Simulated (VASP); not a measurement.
# CdS (P3m1) in VASP: single point with PBEsol

Aim: the single point of CdS with PBEsol.

Program: VASP 6.6.1. These are calculated values, not measurements. Logs are shortened: lines on timing, memory, paths and dates and some standing lists are left out, and cuts for length are marked.

## (1) The cell of the first run

The structure is trigonal, space group P3m1 (No. 156). Conventional cell: a = 4.261 Å, b = 4.261 Å, c = 5.804 Å, α = 90.00°, β = 90.00°, γ = 120.00°. Cd (site symmetry 3m) has 3 S at 2.46 Å within 3.2 Å. S (site symmetry 3m) has 3 Cd at 2.46 Å within 3.2 Å.

## (2) Single point, PBEsol

File INCAR:

```
  ALGO = Normal
  EDIFF = 1E-6
  ENCUT = 630
  GGA = PS
  GGA_COMPAT = F
  ISIF = 2
  ISMEAR = 0
  LASPH = T
  LCHARG = F
  LREAL = F
  LWAVE = F
  NBANDS = 20
  NELM = 120
  PREC = Accurate
  SIGMA = 0.01
```

File KPOINTS:

```
k-points
0
Gamma
  6 6 4
```

File POSCAR:

```
CdS
1.0
    4.2611700000      0.0000000000      0.0000000000
   -2.1305850000      3.6902814698      0.0000000000
    0.0000000000      0.0000000000      5.8041730000
Cd S
1 1
Direct
    0.0000000000      0.0000000000      0.4426920000
    0.6666666667      0.3333333333      0.4343080000
```

Potentials or basis: VASP PAW PBE potentials, release 64 (Cd_sv_GW, S).

Run with:

```console
> cat potpaw_PBE.64/Cd_sv_GW/POTCAR potpaw_PBE.64/S/POTCAR > POTCAR
> mpirun -np 1 vasp_std > vasp.out
```

OUTCAR:

```text
EDIFF = 1E-6
   ENCUT = 630
   GGA = PS
   ISIF = 2
   ISMEAR = 0
   LASPH = T
   LREAL = F
   NELM = 120
   PREC = Accurate

 ion  position               nearest neighbor table
   1  0.000  0.000  0.443-   2 2.46   2 2.46   2 2.46
   2  0.667  0.333  0.434-   1 2.46   1 2.46   1 2.46

  LATTYP: Found a hexagonal cell.
 ALAT       =     4.2611700000
 C/A-ratio  =     1.3621078248

  Lattice vectors:

 A1 = (   4.2611700000,   0.0000000000,   0.0000000000)
 A2 = (  -2.1305850000,   3.6902814698,   0.0000000000)
 A3 = (   0.0000000000,   0.0000000000,   5.8041730000)

Analysis of symmetry for initial positions (statically):
=====================================================================
 Subroutine PRICEL returns:
 Original cell was already a primitive cell.

 Routine SETGRP: Setting up the symmetry group for a
 hexagonal supercell.

 Subroutine GETGRP returns: Found  6 space group operations
 (whereof  6 operations were pure point group operations)
 out of a pool of 24 trial point group operations.

The static configuration has the point symmetry C_3v.

Analysis of symmetry for dynamics (positions and initial velocities):
=====================================================================
 Subroutine PRICEL returns:
 Original cell was already a primitive cell.

 Routine SETGRP: Setting up the symmetry group for a
 hexagonal supercell.

 Subroutine GETGRP returns: Found  6 space group operations
 (whereof  6 operations were pure point group operations)
 out of a pool of 24 trial point group operations.

The dynamic configuration has the point symmetry C_3v.

 Subroutine INISYM returns: Found  6 space group operations
 (whereof  6 operations are pure point group operations),
 and found     1 'primitive' translations

----------------------------------------------------------------------------------------

                                     Primitive cell

  volume of cell :      91.2701

  direct lattice vectors                    reciprocal lattice vectors
     4.261170000  0.000000000  0.000000000     0.234677330  0.135491020  0.000000000
    -2.130585000  3.690281470  0.000000000     0.000000000  0.270982040  0.000000000
     0.000000000  0.000000000  5.804173000     0.000000000  0.000000000  0.172289834

  length of vectors
     4.261170000  4.261170000  5.804173000     0.270982040  0.270982040  0.172289834

  position of ions in fractional coordinates (direct lattice)
     0.000000000  0.000000000  0.442692000
     0.666666667  0.333333333  0.434308000

  ion indices of the primitive-cell ions
   primitive index   ion index
                 1           1
                 2           2

----------------------------------------------------------------------------------------

 KPOINTS: k-points

Automatic generation of k-mesh.
 Grid dimensions read from file:
 generate k-points for:    6    6    4

 Generating k-lattice:

  Cartesian coordinates                     Fractional coordinates (reciprocal lattice)
     0.039112888  0.022581837  0.000000000     0.166666667  0.000000000  0.000000000
     0.000000000  0.045163673  0.000000000     0.000000000  0.166666667  0.000000000
     0.000000000  0.000000000  0.043072458     0.000000000  0.000000000  0.250000000

  Length of vectors
     0.045163673  0.045163673  0.043072458

  Shift w.r.t. Gamma in fractional coordinates (k-lattice)
     0.000000000  0.000000000  0.000000000

 Subroutine IBZKPT returns following result:
 ===========================================

 Found     24 irreducible k-points:

 Following reciprocal coordinates:
            Coordinates               Weight
  0.000000  0.000000  0.000000      1.000000
  0.166667  0.000000  0.000000      6.000000
  0.333333  0.000000  0.000000      6.000000
  0.500000  0.000000  0.000000      3.000000
  0.166667  0.166667  0.000000      6.000000
  0.333333  0.166667  0.000000     12.000000
[... 16 lines left out ...]
  0.333333  0.166667  0.500000     12.000000
  0.333333  0.333333  0.500000      2.000000
   k-points           NKPTS =     24   k-points in BZ     NKDIM =     24   number of bands    NBANDS=     20
   number of dos      NEDOS =    301   number of ions     NIONS =      2
   total plane-waves  NPLWV =  62208
   dimension x,y,z NGX =    36 NGY =   36 NGZ =   48
   dimension x,y,z NGXF=    72 NGYF=   72 NGZF=   96
   ions per type =               1   1
   NGX,Y,Z   is equivalent  to a cutoff of  14.05, 14.05, 13.75 a.u.
   NGXF,Y,Z  is equivalent  to a cutoff of  28.09, 28.09, 27.50 a.u.
 SYSTEM =  unknown system
   PREC   = accura    normal or accurate (medium, high low for compatibility)
   ISTART =      0    job   : 0-new  1-cont  2-samecut
   ICHARG =      2    charge: 1-file 2-atom 10-const
   ISPIN  =      1    spin polarized calculation?
   LNONCOLLINEAR =      F non collinear calculations
   LSORBIT =      F    spin-orbit coupling
   LASPH  =      T    aspherical Exc in radial PAW
   ENCUT  =  630.0 eV  46.30 Ry    6.80 a.u.   8.72  8.72 11.88*2*pi/ulx,y,z
   NELM   =    120;   NELMIN=  2; NELMDL= -5     # of ELM steps
   EDIFF  = 0.1E-05   stopping-criterion for ELM
   LREAL  =      F    real-space projection
   EDIFFG = 0.1E-04   stopping-criterion for IOM
   NSW    =      0    number of steps for IOM
   IBRION =     -1    ionic relax: 0-MD 1-quasi-New 2-CG
   NFREE  =      0    steps in history (QN), initial steepest desc. (CG)
   ISIF   =      2    stress and relaxation
   ISYM   =      2    0-nonsym 1-usesym 2-fastsym
   POTIM  = 0.5000    time-step for ionic-motion
   TEBEG  =    0.0;   TEEND  =   0.0 temperature during run
   PSTRESS=    0.0 pullay stress
   NELECT =      26.0000    total number of electrons
   NUPDOWN=      -1.0000    fix difference up-down
   EMIN   =  10.00;   EMAX   =-10.00  energy-range for DOS
   EFERMI =   0.00;   METHOD = LEGACY
   ISMEAR =     0;   SIGMA  =   0.01  broadening in eV -4-tet -1-fermi 0-gaus
   EFERMI_NEDOS =   21; number of points for ismear=-14 and -15
   IALGO  =     38    algorithm
   IMIX   =      4    mixing-type and parameters
     AMIX     =   0.40;   BMIX     =  1.00
     AMIX_MAG =   1.60;   BMIX_MAG =  1.00
  volume/ion in A,a.u.               =      45.64       307.96
  Fermi-wavevector in a.u.,A,eV,Ry     =   1.077184  2.035582 15.787172  1.160324
  Thomas-Fermi vector in A             =   2.213088
   LORBIT       =      0    0 simple, 1 ext, 2 COOP (PROOUT), +10 PAW based schemes
   GGA     = PS    functional components
   LHFCALC =     F    Hartree Fock is set to
   AEXX    =    0.0000 exact exchange contribution
   IVDW    =     0    specifies the selected vdW correction
   LEPSILON=     F    determine dielectric tensor
   LRPA    =     F    only Hartree local field effects (RPA)
 non-spin polarized calculation
 Gauss-broadening in eV      SIGMA  =   0.01
  energy-cutoff  :      630.00
  volume of cell :       91.27
 maximum number of plane-waves:      3300
 NGX is ok and might be reduce to    36
   NGX = 17   NGY = 17   NGZ = 23

 number of electron      26.0000007 magnetization

 Free energy of the ion-electron system (eV)
  ---------------------------------------------------
  ext. energy  EPLUGINS =         0.00000000
  ---------------------------------------------------
  free energy    TOTEN  =        -6.25532364 eV

  energy without entropy =       -6.25532364  energy(sigma->0) =       -6.25532364

 E-fermi :  -1.2550     XC(G=0):  -6.2507

 val. band max:       -1.3527077294   @ k =   0.0000   0.0000   0.5000
 cond. band min:       0.0579398390   @ k =   0.0000   0.0000   0.0000
 fundamental gap:      1.4106475684
 Fermi energy:        -1.2550272276

 k-point     1 :       0.0000    0.0000    0.0000
  band No.  band energies     occupation
      1    -102.5236      2.00000
      2     -63.6759      2.00000
      3     -63.5822      2.00000
      4     -63.5822      2.00000
      5     -12.9557      2.00000
      6      -9.0018      2.00000
[... 12 lines left out ...]
     19       9.4945      0.00000
     20      10.2686      0.00000

 k-point     2 :       0.1667    0.0000    0.0000
  band No.  band energies     occupation
      1    -102.5236      2.00000
      2     -63.6759      2.00000
      3     -63.5822      2.00000
      4     -63.5822      2.00000
      5     -12.8703      2.00000
      6      -8.9594      2.00000
[... 12 lines left out ...]
     19      10.0204      0.00000
     20      10.2252      0.00000

 k-point     3 :       0.3333    0.0000    0.0000
  band No.  band energies     occupation
      1    -102.5236      2.00000
      2     -63.6759      2.00000
      3     -63.5824      2.00000
      4     -63.5822      2.00000
      5     -12.6975      2.00000
      6      -8.8110      2.00000
[... 12 lines left out ...]
     19       8.8466      0.00000
     20       9.2513      0.00000

 k-point     4 :       0.5000    0.0000    0.0000
  band No.  band energies     occupation
      1    -102.5236      2.00000
      2     -63.6759      2.00000
      3     -63.5824      2.00000
      4     -63.5823      2.00000
      5     -12.6108      2.00000
      6      -8.7039      2.00000
[... 12 lines left out ...]
     19       8.9025      0.00000
     20       9.3364      0.00000

 k-point     5 :       0.1667    0.1667    0.0000
  band No.  band energies     occupation
      1    -102.5236      2.00000
      2     -63.6759      2.00000
      3     -63.5824      2.00000
      4     -63.5822      2.00000
      5     -12.7409      2.00000
      6      -8.8930      2.00000
[... 12 lines left out ...]
     19       8.6692      0.00000
     20       9.7211      0.00000
[... 353 lines left out ...]
      6      -8.7038      2.00000
[... 12 lines left out ...]
     19       9.0523      0.00000
     20       9.6773      0.00000

 k-point    22 :       0.1667    0.1667    0.5000
  band No.  band energies     occupation
      1    -102.5236      2.00000
      2     -63.6759      2.00000
      3     -63.5823      2.00000
      4     -63.5822      2.00000
      5     -12.7381      2.00000
      6      -8.8926      2.00000
[... 12 lines left out ...]
     19       8.1168      0.00000
     20       8.7010      0.00000

 k-point    23 :       0.3333    0.1667    0.5000
  band No.  band energies     occupation
      1    -102.5236      2.00000
      2     -63.6759      2.00000
      3     -63.5824      2.00000
      4     -63.5823      2.00000
      5     -12.6087      2.00000
      6      -8.7746      2.00000
[... 12 lines left out ...]
     19       8.9286      0.00000
     20       9.1419      0.00000

 k-point    24 :       0.3333    0.3333    0.5000
  band No.  band energies     occupation
      1    -102.5236      2.00000
      2     -63.6759      2.00000
      3     -63.5824      2.00000
      4     -63.5823      2.00000
      5     -12.5660      2.00000
      6      -8.7285      2.00000
[... 12 lines left out ...]
     19       8.1310      0.00000
     20       9.4670      0.00000

------------------------ aborting loop because EDIFF is reached ----------------------------------------

  FORCE on cell =-STRESS in cart. coord.  units (eV):
  Direction    XX          YY          ZZ          XY          YZ          ZX
  --------------------------------------------------------------------------------------
  -------------------------------------------------------------------------------------
  Total       -1.2986554     -1.2986554     -0.0355442      0.0000000      0.0000000      0.0000000
  in kB      -22.7969003    -22.7969003     -0.6239507      0.0000000      0.0000000      0.0000000
  external PRESSURE =     -15.4059171 kB  Pullay stress =       0.0000000 kB

 VOLUME and BASIS-vectors are now :
 -----------------------------------------------------------------------------
  energy-cutoff  :      630.00
  volume of cell :       91.27
      direct lattice vectors                 reciprocal lattice vectors
     4.261170000  0.000000000  0.000000000     0.234677330  0.135491020  0.000000000
    -2.130585000  3.690281470  0.000000000     0.000000000  0.270982040  0.000000000
     0.000000000  0.000000000  5.804173000     0.000000000  0.000000000  0.172289834

 POSITION                                       TOTAL-FORCE (eV/Angst)
 -----------------------------------------------------------------------------------
      0.00000      0.00000      2.56946        -0.000000     -0.000000     -0.016567
      2.13059      1.23009      2.52080         0.000000      0.000000      0.016567
 -----------------------------------------------------------------------------------
    total drift:                               -0.000001      0.000000      0.000187

  FREE ENERGIE OF THE ION-ELECTRON SYSTEM (eV)
  ---------------------------------------------------
  free  energy   TOTEN  =        -6.2553236414 eV

  energy  without entropy=       -6.2553236414  energy(sigma->0) =       -6.25532364
```

Run time: 29 s. Hardware: 1 thread of Intel Xeon 6975P-C (Granite Rapids), shared host; peak memory 0.27 GiB.

Results:

```
Free energy            : -6.2553 eV
Pressure               : -1.5 GPa
Largest force          : 0.017 eV/Å
Band gap on the k mesh : 1.41 eV
```

Forces on the atoms (eV/Å):
```
Cd   0.000  0.000 -0.017
S    0.000  0.000  0.017
```

Levels at points of the mesh, in eV from the valence-band top:
```csv
k point,band 9,band 10,band 11,band 12,band 13,band 14,band 15,band 16,band 17,band 18
"(0.00, 0.00, 0.00)",-7.12,-6.90,-1.06,0.00,0.00,1.41,5.67,6.86,6.86,6.98
"(0.50, 0.00, 0.00)",-7.13,-6.74,-3.63,-1.32,-0.15,3.64,5.12,6.81,7.50,10.11
"(0.00, 0.00, 0.50)",-7.12,-6.89,-1.26,0.00,0.00,1.67,5.13,6.90,6.90,9.28
"(0.50, 0.00, 0.50)",-7.13,-6.74,-3.60,-1.32,-0.26,3.79,4.27,7.84,7.93,10.05
```

Caveat: the PAW data sets were made with another functional, which shifts forces and pressure a little. A k mesh can miss the band edges.
